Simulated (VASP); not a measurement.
# BN (R3m) in VASP: further runs, part 2 of 2

VASP 6.6.1. Earlier steps stand in the parts before.

## Step 3: Single point, r2SCANh

POSCAR

```
BN
1.0
    1.2511217800      0.7223355000      3.3729344000
   -1.2511217800      0.7223355000      3.3729344000
    0.0000000000     -1.4446710000      3.3729344000
B N
1 1
Direct
    0.9996712000      0.9996712000      0.9996712000
    0.3327618000      0.3327618000      0.3327618000
```

INCAR.step1

```
SYSTEM = BN
PREC = Accurate ; ENCUT = 580
EDIFF = 1E-5 ; ISMEAR = 0
SIGMA = 0.01 ; LREAL = .FALSE.
LASPH = .TRUE. ; NELM = 120
ALGO = Normal ; ISIF = 2
LWAVE = .TRUE. ; LCHARG = .FALSE.
NBANDS = 11 ; GGA = PE
GGA_COMPAT = .FALSE.
```

INCAR.step2

```
SYSTEM = BN
PREC = Accurate ; ENCUT = 580
EDIFF = 1E-6 ; ISMEAR = 0
SIGMA = 0.01 ; LREAL = .FALSE.
LASPH = .TRUE. ; NELM = 120
ALGO = Normal ; ISIF = 2
LWAVE = .FALSE. ; LCHARG = .FALSE.
METAGGA = R2SCAN ; LHFCALC = .TRUE.
AEXX = 0.1 ; LMIXTAU = .TRUE.
PRECFOCK = Normal ; NBANDS = 11
ISTART = 1 ; GGA_COMPAT = .FALSE.
```

KPOINTS

```
regular mesh
0
G
  6 6 6
  0 0 0
```

Potentials or basis: VASP PAW PBE potentials, release 64 (B, N).

Started as:

```console
cat potpaw_PBE.64/B/POTCAR potpaw_PBE.64/N/POTCAR > POTCAR
cp INCAR.step1 INCAR
mpirun -np 1 vasp_std > vasp.out
cp INCAR.step2 INCAR
mpirun -np 1 vasp_std > vasp.out
```

OUTCAR:

```text
SYSTEM = BN
   PREC = Accurate
   ENCUT = 580
   EDIFF = 1E-6
   ISMEAR = 0
   LREAL = .FALSE.
   LASPH = .TRUE.
   NELM = 120
   ISIF = 2
   METAGGA = R2SCAN
   LHFCALC = .TRUE.
   AEXX = 0.1
   PRECFOCK = Normal
   ISTART = 1

 ion  position               nearest neighbor table
   1  1.000  1.000  1.000-   2 1.44   2 1.44   2 1.44
   2  0.333  0.333  0.333-   1 1.44   1 1.44   1 1.44

  LATTYP: Found a trigonal (rhomboedric) cell.
 ALAT       =     3.6692997629
 COS(alpha) =     0.7674786788

  Lattice vectors:

 A1 = (   1.2511217800,   0.7223355000,   3.3729344000)
 A2 = (  -1.2511217800,   0.7223355000,   3.3729344000)
 A3 = (   0.0000000000,  -1.4446710000,   3.3729344000)

Analysis of symmetry for initial positions (statically):
=====================================================================
 Subroutine PRICEL returns:
 Original cell was already a primitive cell.

 Routine SETGRP: Setting up the symmetry group for a
 trigonal (rhombohedral) supercell.

 Subroutine GETGRP returns: Found  6 space group operations
 (whereof  6 operations were pure point group operations)
 out of a pool of 12 trial point group operations.

The static configuration has the point symmetry C_3v.

Analysis of symmetry for dynamics (positions and initial velocities):
=====================================================================
 Subroutine PRICEL returns:
 Original cell was already a primitive cell.

 Routine SETGRP: Setting up the symmetry group for a
 trigonal (rhombohedral) supercell.

 Subroutine GETGRP returns: Found  6 space group operations
 (whereof  6 operations were pure point group operations)
 out of a pool of 12 trial point group operations.

The dynamic configuration has the point symmetry C_3v.

 Subroutine INISYM returns: Found  6 space group operations
 (whereof  6 operations are pure point group operations),
 and found     1 'primitive' translations

----------------------------------------------------------------------------------------

[... 129 lines left out ...]
   LEPSILON=     F    determine dielectric tensor
   LRPA    =     F    only Hartree local field effects (RPA)
 non-spin polarized calculation
 Gauss-broadening in eV      SIGMA  =   0.01
  energy-cutoff  :      580.00
  volume of cell :       18.29
 maximum number of plane-waves:       599
 NGX is ok and might be reduce to    30
  NGX = 24; NGY = 24; NGZ = 24

 number of electron       8.0000000 magnetization

 Free energy of the ion-electron system (eV)
  ---------------------------------------------------
  ext. energy  EPLUGINS =         0.00000000
  ---------------------------------------------------
  free energy    TOTEN  =       -20.62046317 eV

  energy without entropy =      -20.62046317  energy(sigma->0) =      -20.62046317

 E-fermi :   1.5030     XC(G=0):  -9.7004

 val. band max:        1.4290995304   @ k =  -0.3333   0.3333   0.0000
 cond. band min:       6.9955939685   @ k =   0.5000   0.5000   0.0000
 fundamental gap:      5.5664944382
 Fermi energy:         1.5029782847

 k-point     1 :       0.0000    0.0000    0.0000
  band No.  band energies     occupation
      1     -17.9261      2.00000
      2      -3.0048      2.00000
      3       0.0318      2.00000
      4       0.0318      2.00000
      5       7.6554      0.00000
      6      14.7676      0.00000
      7      14.7676      0.00000
      8      16.8892      0.00000
      9      18.0124      0.00000
     10      29.7341      0.00000
     11      31.6590      0.00000
[... 309 lines left out ...]
 k-point    24 :      -0.3333    0.5000    0.1667
  band No.  band energies     occupation
      1     -14.5560      2.00000
      2      -7.1949      2.00000
      3      -4.2828      2.00000
      4      -0.1702      2.00000
      5       8.2136      0.00000
      6      15.1602      0.00000
      7      16.9317      0.00000
      8      19.5573      0.00000
      9      22.8457      0.00000
     10      24.4959      0.00000
     11      26.1130      0.00000

 [... further k-points ...]

------------------------ aborting loop because EDIFF is reached ----------------------------------------

  FORCE on cell =-STRESS in cart. coord.  units (eV):
  Direction    XX          YY          ZZ          XY          YZ          ZX
  --------------------------------------------------------------------------------------
  -------------------------------------------------------------------------------------
  Total       -0.2275824     -0.2275824      0.0323189      0.0000000      0.0000000      0.0000000
  in kB      -19.9366173    -19.9366175      2.8311948      0.0000000      0.0000000      0.0000000
  external PRESSURE =     -12.3473467 kB  Pullay stress =       0.0000000 kB

 VOLUME and BASIS-vectors are now :
 -----------------------------------------------------------------------------
  energy-cutoff  :      580.00
  volume of cell :       18.29
      direct lattice vectors                 reciprocal lattice vectors
     1.251121780  0.722335500  3.372934400     0.399641352  0.230733041  0.098825916
    -1.251121780  0.722335500  3.372934400    -0.399641352  0.230733041  0.098825916
     0.000000000 -1.444671000  3.372934400     0.000000000 -0.461466082  0.098825916

 POSITION                                       TOTAL-FORCE (eV/Angst)
 -----------------------------------------------------------------------------------
      0.00000      0.00000     10.11548         0.000000     -0.000000     -0.008810
      0.00000      0.00000      3.36715         0.000000      0.000000      0.008810
 -----------------------------------------------------------------------------------
    total drift:                                0.000001      0.000001      0.000137

  FREE ENERGIE OF THE ION-ELECTRON SYSTEM (eV)
  ---------------------------------------------------
  free  energy   TOTEN  =       -20.6204631651 eV

  energy  without entropy=      -20.6204631651  energy(sigma->0) =      -20.62046317
```

OUTCAR.step1:

```text
SYSTEM = BN
   PREC = Accurate
   ENCUT = 580
   EDIFF = 1E-5
   ISMEAR = 0
   LREAL = .FALSE.
   LASPH = .TRUE.
[... 559 lines left out ...]
      0.00000      0.00000     10.11548         0.000000      0.000000     -0.003067
      0.00000      0.00000      3.36715         0.000000      0.000000      0.003067
 -----------------------------------------------------------------------------------
    total drift:                                0.000000     -0.000000      0.000079

  FREE ENERGIE OF THE ION-ELECTRON SYSTEM (eV)
  ---------------------------------------------------
  free  energy   TOTEN  =       -17.5826777996 eV

  energy  without entropy=      -17.5826777996  energy(sigma->0) =      -17.58267780
```

OSZICAR.step1:

```text
N       E                     dE             d eps       ncg     rms          rms(c)
DAV:   1     0.174321787331E+02    0.17432E+02   -0.49182E+03   712   0.751E+02
DAV:   2    -0.184749682577E+02   -0.35907E+02   -0.34985E+02   830   0.177E+02
DAV:   3    -0.193769871129E+02   -0.90202E+00   -0.90055E+00   868   0.264E+01
DAV:   4    -0.193798700571E+02   -0.28829E-02   -0.28828E-02   790   0.158E+00
DAV:   5    -0.193798822192E+02   -0.12162E-04   -0.12162E-04   885   0.928E-02    0.797E+00
DAV:   6    -0.177743151430E+02    0.16056E+01   -0.52466E+00   826   0.133E+01    0.363E+00
DAV:   7    -0.176205193177E+02    0.15380E+00   -0.24297E-01   818   0.367E+00    0.221E+00
DAV:   8    -0.175818770279E+02    0.38642E-01   -0.11728E-01   847   0.211E+00    0.257E-01
DAV:   9    -0.175822345353E+02   -0.35751E-03   -0.27374E-03   797   0.439E-01    0.140E-01
DAV:  10    -0.175826519729E+02   -0.41744E-03   -0.54762E-04   799   0.178E-01    0.248E-02
DAV:  11    -0.175826782210E+02   -0.26248E-04   -0.52439E-05   844   0.506E-02    0.210E-02
DAV:  12    -0.175826777996E+02    0.42136E-06   -0.97943E-06   741   0.221E-02
   1 F= -.17582678E+02 E0= -.17582678E+02  d E =-.321689E-38
```

Wall time 42 min (1 thread of Intel Xeon 8259CL, shared host); peak memory 0.18 GiB.

What came out:

```
Free energy            : -20.6205 eV
Pressure               : -1.2 GPa
Largest force          : 0.009 eV/Å
Band gap on the k mesh : 5.57 eV (least direct gap 6.16 eV)
```

Forces on the atoms (eV/Å):
```
B    0.000  0.000 -0.009
N    0.000  0.000  0.009
```

Stress tensor (GPa, compression positive):
```
-1.99  0.00  0.00
 0.00 -1.99  0.00
 0.00  0.00  0.28
```

Levels at points of the mesh, in eV from the valence-band top:
| k point | band 1 | band 2 | band 3 | band 4 | band 5 | band 6 | band 7 | band 8 | band 9 |
| --- | --- | --- | --- | --- | --- | --- | --- | --- | --- |
| (0.00, 0.00, 0.00) | -19.36 | -4.43 | -1.40 | -1.40 | 6.23 | 13.34 | 13.34 | 15.46 | 16.58 |
| (0.50, 0.00, 0.00) | -15.98 | -9.61 | -4.38 | -0.61 | 6.73 | 11.47 | 14.55 | 16.57 | 21.89 |
| (0.50, 0.50, 0.00) | -15.91 | -9.48 | -4.44 | -1.23 | 5.57 | 11.46 | 15.92 | 19.43 | 22.47 |
| (0.50, 0.50, 0.50) | -19.09 | -6.52 | -1.42 | -1.42 | 11.72 | 13.26 | 13.26 | 13.99 | 18.72 |

Caveat: the k points lie up to 0.49 Å⁻¹ apart; the PAW data sets were made with another functional, which shifts forces and pressure a little.
